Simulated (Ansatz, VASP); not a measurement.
**Two plane-wave programs on RbCd**

The input INCAR:

```
SYSTEM = RbCd
ALGO = Fast
EDIFF = 1E-6
EDIFFG = -0.01
ENCUT = 600
GGA = PE
IBRION = 2
ISIF = 3
ISMEAR = 0
LASPH = .TRUE.
LCHARG = .FALSE.
LREAL = .FALSE.
LWAVE = .FALSE.
NELM = 80
NSW = 100
PREC = Accurate
SIGMA = 0.1
```

KPOINTS

```
k-points
0
G
  12 12 12
  0 0 0
```

Contents of POSCAR:

```
RbCd
1.0
    4.7473294900      0.0000000000      0.0000000000
    0.0000000000      4.7473294900      0.0000000000
    0.0000000000      0.0000000000      4.7473294900
Rb Cd
1 1
Direct
    0.0000000000      0.0000000000      0.0000000000
    0.5000000000      0.5000000000      0.5000000000
```

Input for Ansatz:

```yaml
crystal:
  lattice:
    - [4.74732949, 0.0, 0.0]
    - [0.0, 4.74732949, 0.0]
    - [0.0, 0.0, 4.74732949]
  atoms:
    - { symbol: Rb, position: [0.0, 0.0, 0.0] }
    - { symbol: Cd, position: [0.5, 0.5, 0.5] }
basis:
  ecutwfc: 420
kpoints:
  mp_grid: { grid: [12, 12, 12] }
hamiltonian:
  xc: pbe
scf:
  occupations: { method: gaussian, width: 0.1 }
output:
  forces: true
  stress: true
  eigenvalues: true
  write_density: true
  write_potential: true
  elf: true
  volumetric_format: npy
relax:
  adjacent_minimum: "off"
  f_tol: 0.01
  max_steps: 80
  cell: { stress_tol: 0.05 }
```

Alike in both runs: task relaxation of cell and atoms; functional PBE; k mesh 12 × 12 × 12; occupations gaussian, width 0.1 eV; no spin polarisation.

|  | VASP | Ansatz |
| --- | --- | --- |
| version | VASP 6.6.1 | Ansatz 0.2.0 |
| potentials or method | VASP PAW PBE potentials, release 64 (Rb_sv, Cd), cutoff 600 eV | scalar-relativistic, plane waves, PAW |
| valence electrons in the cell | 21 | 29 |

|  | VASP | Ansatz | Ansatz less VASP |
| --- | --- | --- | --- |
| gap on the k mesh at the Fermi level, each at its own relaxed structure (eV) | none | none | - |
| relaxed volume (Å³/atom) | 47.05 | 47.34 | +0.287 |
| relaxed length of the cell vector where the two differ most in proportion (Å) | 4.549 | 4.558 | +0.0092 |

A gap of «none» marks a metal or a gap that the smearing closes. VASP's potentials hold 21 valence electrons a cell and Ansatz's 29, so a difference there can come from the potentials and not from the codes.
